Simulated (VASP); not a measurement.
# WSe2 in VASP: notebook, part 2 of 2

VASP 6.6.1. The steps go on from the part before.

## 4. Single point, PBEsol

This run uses another cell than the first one, of 48.73 Å³/atom, 1.028 times its volume.

Contents of INCAR:

```
SYSTEM = WSe2
  ALGO = Normal
  EDIFF = 1E-6
  ENCUT = 520
  GGA = PS
  ISIF = 2
  ISMEAR = 0
  LASPH = .TRUE.
  LCHARG = .FALSE.
  LREAL = .FALSE.
  LWAVE = .FALSE.
  NBANDS = 20
  NELM = 80
  PREC = Accurate
  SIGMA = 0.05
```

Contents of KPOINTS:

```
k-points
0
G
  9 9 2
  0 0 0
```

Contents of POSCAR:

```
WSe2
1.0
    3.1828977681      0.0000000000      0.0000000000
   -1.5914488840      2.7564703248      0.0000000000
    0.0000000000      0.0000000000     16.6611439352
W Se
1 2
Direct
    0.0000000000      0.0000000000     -0.0030938842
    0.3333333333      0.6666666667      0.1040002956
    0.3333333333      0.6666666667      0.9032020910
```

Potentials or basis: VASP PAW PBE potentials, release 64 (W_sv, Se).

Command:

```sh
$ cat potpaw_PBE.64/W_sv/POTCAR potpaw_PBE.64/Se/POTCAR > POTCAR
$ mpirun -np 1 vasp_std > vasp.out
```

OUTCAR:

```text
SYSTEM = WSe2
   EDIFF = 1E-6
   ENCUT = 520
   GGA = PS
   ISIF = 2
   ISMEAR = 0
   LASPH = .TRUE.
   LREAL = .FALSE.
   NELM = 80
   PREC = Accurate

 ion  position               nearest neighbor table
   1  0.000  0.000  0.997-   3 2.41   3 2.41   3 2.41   2 2.56   2 2.56   2 2.56
   2  0.333  0.667  0.104-   1 2.56   1 2.56   1 2.56
   3  0.333  0.667  0.903-   1 2.41   1 2.41   1 2.41

  LATTYP: Found a hexagonal cell.
 ALAT       =     3.1828977681
 C/A-ratio  =     5.2345834359

  Lattice vectors:

 A1 = (   3.1828977681,   0.0000000000,   0.0000000000)
 A2 = (  -1.5914488840,   2.7564703248,   0.0000000000)
 A3 = (   0.0000000000,   0.0000000000,  16.6611439352)

Analysis of symmetry for initial positions (statically):
=====================================================================
 Subroutine PRICEL returns:
 Original cell was already a primitive cell.

 Routine SETGRP: Setting up the symmetry group for a
 hexagonal supercell.

 Subroutine GETGRP returns: Found  6 space group operations
 (whereof  6 operations were pure point group operations)
 out of a pool of 24 trial point group operations.

[... 160 lines left out ...]
  free energy    TOTEN  =       -22.92601606 eV

  energy without entropy =      -22.92601606  energy(sigma->0) =      -22.92601606

 E-fermi :  -0.2680     XC(G=0):  -4.9608

 val. band max:       -0.6454187627   @ k =   0.3333   0.3333   0.5000
 cond. band min:       1.0447327583   @ k =   0.2222   0.1111   0.0000
 fundamental gap:      1.6901515210
 Fermi energy:        -0.2680058698

 k-point     1 :       0.0000    0.0000    0.0000
  band No.  band energies     occupation
      1     -74.3570      2.00000
      2     -38.7154      2.00000
      3     -38.4742      2.00000
      4     -38.4742      2.00000
      5     -15.8625      2.00000
      6     -14.4492      2.00000
[... 541 lines left out ...]
     19       6.2625      0.00000
     20       8.2870      0.00000

------------------------ aborting loop because EDIFF is reached ----------------------------------------

  FORCE on cell =-STRESS in cart. coord.  units (eV):
  Direction    XX          YY          ZZ          XY          YZ          ZX
  --------------------------------------------------------------------------------------
  -------------------------------------------------------------------------------------
  Total        4.0069446      4.0069446      2.8362521      0.0000000      0.0000000      0.0000000
  in kB       43.9180543     43.9180543     31.0866977      0.0000000      0.0000000      0.0000000
  external PRESSURE =      39.6409354 kB  Pullay stress =       0.0000000 kB

 VOLUME and BASIS-vectors are now :
 -----------------------------------------------------------------------------
  energy-cutoff  :      520.00
  volume of cell :      146.18
      direct lattice vectors                 reciprocal lattice vectors
     3.182897768  0.000000000  0.000000000     0.314179114  0.181391396  0.000000000
    -1.591448884  2.756470325  0.000000000     0.000000000  0.362782792  0.000000000
     0.000000000  0.000000000 16.661143935     0.000000000  0.000000000  0.060019888

 POSITION                                       TOTAL-FORCE (eV/Angst)
 -----------------------------------------------------------------------------------
      0.00000      0.00000     16.60960         0.000000      0.000000      3.783749
     -0.00000      1.83765      1.73276        -0.000000      0.000000     -0.914496
     -0.00000      1.83765     15.04838        -0.000000     -0.000000     -2.869253
 -----------------------------------------------------------------------------------
    total drift:                                0.000000     -0.000000      0.000046

  FREE ENERGIE OF THE ION-ELECTRON SYSTEM (eV)
  ---------------------------------------------------
  free  energy   TOTEN  =       -22.9260160555 eV

  energy  without entropy=      -22.9260160555  energy(sigma->0) =      -22.92601606
```

OSZICAR:

```text
N       E                     dE             d eps       ncg     rms          rms(c)
DAV:   1     0.174814449383E+03    0.17481E+03   -0.12182E+04  1136   0.111E+03
DAV:   2    -0.108929338535E+02   -0.18571E+03   -0.18002E+03  1248   0.266E+02
DAV:   3    -0.235964500214E+02   -0.12704E+02   -0.12597E+02  1260   0.649E+01
DAV:   4    -0.238287247510E+02   -0.23227E+00   -0.23184E+00  1260   0.967E+00
[... 12 lines left out ...]
DAV:  17    -0.229259731703E+02   -0.44128E-04   -0.19052E-06   968   0.583E-03    0.403E-03
DAV:  18    -0.229260014555E+02   -0.28285E-04   -0.13264E-06  1004   0.365E-03    0.191E-03
DAV:  19    -0.229260124850E+02   -0.11030E-04   -0.47208E-07   952   0.216E-03    0.515E-04
DAV:  20    -0.229260151061E+02   -0.26211E-05   -0.89489E-08   852   0.828E-04    0.455E-04
DAV:  21    -0.229260160555E+02   -0.94946E-06   -0.36998E-08   772   0.537E-04
   1 F= -.22926016E+02 E0= -.22926016E+02  d E =-.125435E-27
```

stdout:

```text
POSCAR found type information on POSCAR W Se
 POSCAR found :  2 types and       3 ions
 scaLAPACK will be used
 -----------------------------------------------------------------------------
|                                                                             |
|                                                                             |
|     You enforced a specific xc type in the INCAR file but a different       |
|     I HOPE YOU KNOW WHAT YOU ARE DOING!                                     |
|                                                                             |
 -----------------------------------------------------------------------------

 LDA part: xc-table for (Slater+PW92), standard interpolation
 POSCAR, INCAR and KPOINTS ok, starting setup
 FFT: planning ... GRIDC
 FFT: planning ... GRID_SOFT
 FFT: planning ... GRID
 WAVECAR not read
 entering main loop
```

It took 77 s on 1 thread of Intel Xeon Platinum 8259CL at 2.50GHz (Skylake/Cascade Lake), shared host; peak memory 0.28 GiB.

What came out:

| Quantity | Value |
| --- | --- |
| Free energy | -22.9260 eV |
| Largest force | 3.784 eV/Å |
| Band gap on the k mesh | 1.69 eV, indirect (least direct gap 2.02 eV) |

Forces in eV/Å, atoms in the order of the input:
```
W    0.000  0.000  3.784
Se   0.000  0.000 -0.914
Se   0.000  0.000 -2.869
```

Caveat: the PAW data sets were made with another functional, which shifts forces and pressure a little; spin-orbit coupling is left out, which moves the levels of the heavy elements.

## 5. Single point, PBEsol

This run uses another cell than the first one, of 48.73 Å³/atom, 1.028 times its volume.

Contents of INCAR:

```
SYSTEM = WSe2
PREC = Accurate
ENCUT = 520
EDIFF = 1E-7
ISMEAR = 0
SIGMA = 0.05
LREAL = .False.
LASPH = .True.
NELM = 80
ALGO = Normal
ISIF = 2
LWAVE = .False.
LCHARG = .False.
GGA = PS
NBANDS = 20
```

Contents of KPOINTS:

```
Automatic mesh
0
Gamma
  9 9 2
  0 0 0
```

Contents of POSCAR:

```
WSe2
1.0
    3.1828977681      0.0000000000      0.0000000000
   -1.5914488840      2.7564703248      0.0000000000
    0.0000000000      0.0000000000     16.6611439352
W Se
1 2
Direct
    0.0000000000      0.0000000000      0.0000000000
    0.3333333333      0.6666666667      0.1003991023
    0.3333333333      0.6666666667      0.8996008977
```

Command:

```sh
$ cat potpaw_PBE.64/W_sv/POTCAR potpaw_PBE.64/Se/POTCAR > POTCAR
$ mpirun -np 1 vasp_std > vasp.out
```

It took 89 s on 1 thread of Intel Xeon Platinum 8259CL at 2.50GHz (Skylake/Cascade Lake), shared host; peak memory 0.28 GiB.

The run converged. Its results:

- Free energy: -23.1372 eV
- Largest force: 0.725 eV/Å
- Band gap on the k mesh: 1.75 eV, indirect (least direct gap 2.01 eV)

Forces in eV/Å, atoms in the order of the input:
```
W    0.000  0.000  0.000
Se   0.000  0.000  0.725
Se   0.000  0.000 -0.725
```

Levels at points of the mesh, in eV from the valence-band top:
| k point | band 11 | band 12 | band 13 | band 14 | band 15 | band 16 |
| --- | --- | --- | --- | --- | --- | --- |
| (0.00, 0.00, 0.00) | -1.03 | -1.03 | -0.64 | 3.37 | 3.37 | 3.57 |
| (0.00, 0.00, 0.50) | -1.03 | -1.03 | -0.64 | 3.37 | 3.37 | 3.57 |

Caveat: the PAW data sets were made with another functional, which shifts forces and pressure a little; spin-orbit coupling is left out, which moves the levels of the heavy elements.

## 6. Single point, PBEsol

This run uses another cell than the first one, of 48.73 Å³/atom, 1.028 times its volume.

Contents of INCAR:

```
ALGO     = Normal         # electronic algorithm
EDIFF    = 1E-6           # SCF threshold, eV
ENCUT    = 520            # plane-wave cutoff, eV
GGA      = PS             # functional
ISIF     = 2              # what is computed and relaxed
ISMEAR   = 0              # smearing method
LASPH    = True           # aspherical terms in the spheres
LCHARG   = True           # write CHGCAR
LELF     = True           # ELF
LREAL    = False          # projectors in reciprocal space
LVHAR    = True         
LWAVE    = False          # write WAVECAR
NBANDS   = 20             # bands
NELM     = 100            # most SCF steps
PREC     = Accurate       # precision mode
SIGMA    = 0.05           # smearing width, eV
```

Contents of KPOINTS:

```
k-points
0
Gamma
  9 9 2
```

Contents of POSCAR:

```
WSe2
1.0
    3.1828977681      0.0000000000      0.0000000000
   -1.5914488840      2.7564703248      0.0000000000
    0.0000000000      0.0000000000     16.6611439352
W Se
1 2
Direct
    0.0000000000      0.0000000000     -0.0020625895
    0.3333333333      0.6666666667      0.1027998978
    0.3333333333      0.6666666667      0.9020016932
```

Potentials or basis: VASP PAW PBE potentials, release 64 (W_sv, Se).

Command:

```sh
$ cat potpaw_PBE.64/W_sv/POTCAR potpaw_PBE.64/Se/POTCAR > POTCAR
$ mpirun -np 1 vasp_std > vasp.out
```

Run time: 1.9 min. Hardware: 1 thread of Intel Xeon Platinum 8259CL at 2.50GHz (Skylake/Cascade Lake), shared host; peak memory 0.27 GiB.

The run converged. Its results:

- Free energy: -23.0433 eV
- Largest force: 2.525 eV/Å
- Band gap on the k mesh: 1.72 eV, indirect (least direct gap 2.02 eV)

Forces in eV/Å, atoms in the order of the input:
```
W    0.000  0.000  2.525
Se   0.000  0.000 -0.425
Se   0.000  0.000 -2.101
```

Levels at points of the mesh, in eV from the valence-band top:
```tsv
k point	band 9	band 10	band 11	band 12	band 13	band 14	band 15	band 16	band 17	band 18
(0.00, 0.00, 0.00)	-2.35	-2.35	-0.95	-0.95	-0.53	3.26	3.26	3.77	3.77	4.48
(0.00, 0.00, 0.50)	-2.35	-2.35	-0.95	-0.95	-0.53	3.26	3.26	3.77	3.77	4.59
```

Caveat: the PAW data sets were made with another functional, which shifts forces and pressure a little; spin-orbit coupling is left out, which moves the levels of the heavy elements.
